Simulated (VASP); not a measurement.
## Ga5N6: single point with PBE

The system is Ga5N6, a slab with vacuum.

```xyz
11
Lattice="3.2163 0.0000 0.0000 0.0000 3.2163 0.0000 0.0000 0.0000 26.3712" Properties=species:S:1:pos:R:3 pbc="T T T"
N     0.0000    1.6081    7.6648
N     1.6081    0.0000    9.8039
N     0.0000    1.6081   12.0526
N     1.6081    0.0000   14.3186
N     0.0000    1.6081   16.5673
N     1.6081    0.0000   18.7064
Ga    1.6081    1.6081    8.5937
Ga    0.0000    0.0000   10.9024
Ga    1.6081    1.6081   13.1856
Ga    0.0000    0.0000   15.4688
Ga    1.6081    1.6081   17.7775
```

```json
{
  "Program": "VASP 6.6.1",
  "Task": "single point",
  "Functional": "PBE",
  "Potentials or basis": "VASP PAW PBE potentials, release 64 (N, Ga_d)",
  "Cutoff": "520 eV",
  "k mesh": "8 × 8 × 1",
  "Occupations": "gaussian, width 0.05 eV",
  "Spin": "no spin polarisation",
  "Dipole correction": "yes",
  "Further INCAR settings": "ALGO = Fast; EDIFF = 1e-06; NBANDS = 58"
}
```

```yaml
Largest_force: 0.030 eV/Å
Band_gap_on_the_k_mesh: zero (an odd number of electrons rules out a gap without spin polarisation)
```

Forces on the atoms (eV/Å):
```
N    0.000  0.000  0.014
N    0.000  0.000  0.002
N    0.000  0.000 -0.006
N    0.000  0.000  0.006
N    0.000  0.000 -0.002
N    0.000  0.000 -0.014
Ga   0.000  0.000 -0.030
Ga   0.000  0.000  0.003
Ga   0.000  0.000  0.000
Ga   0.000  0.000 -0.003
Ga   0.000  0.000  0.030
```

Levels at points of the mesh, in eV from the Fermi level:
```csv
k point,band 45,band 46,band 47,band 48,band 49,band 50
"(0.00, 0.00, 0.00)",-0.28,-0.28,0.06,0.64,0.64,2.37
"(0.50, 0.00, 0.00)",-0.91,-0.64,-0.43,0.09,0.83,4.83
"(0.50, 0.50, 0.00)",-2.49,-0.80,-0.80,-0.73,-0.71,3.95
```

Wall time 9.8 min on 1 thread of Oxide Virtual Turin-like Processor (shared host), peak memory 0.4 GiB.
